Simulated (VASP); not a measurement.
## W: single point with r2SCAN

W:

```xyz
1
Lattice="0.0000 2.0026 2.0026 2.0026 0.0000 2.0026 2.0026 2.0026 0.0000" Properties=species:S:1:pos:R:3 pbc="T T T"
W     0.0000    0.0000    0.0000
```

```
Program             : VASP 6.6.1
Task                : single point
Functional          : r2SCAN
Potentials or basis : VASP PAW PBE potentials, release 64 (W_sv)
Cutoff              : 520 eV
k mesh              : 12 × 12 × 12
Occupations         : fermi-dirac, width 0.1 eV
Spin                : no spin polarisation
```

| Item | Value |
| --- | --- |
| Pressure | 3.7 GPa |
| Band gap on the k mesh | zero (band 7 reaches 13.78 eV, above the bottom of band 8 at 10.02 eV) |

Levels at points of the mesh, in eV from the Fermi level:
```csv
k point,band 5,band 6,band 7,band 8,band 9,band 10
"(0.00, 0.00, 0.00)",-9.64,-0.65,-0.65,-0.65,2.84,2.84
"(0.50, 0.00, 0.00)",-6.06,-0.82,-0.82,0.48,5.38,5.38
"(0.50, 0.50, 0.00)",-5.92,-4.97,3.10,5.43,6.10,6.10
```

Wall time 87 s on 1 thread of Intel Xeon 8259CL, on a shared host, peak memory 0.15 GiB.

Caveat: the PAW data sets were made with another functional, which shifts forces and pressure a little; spin-orbit coupling is left out, which moves the levels of the heavy elements.
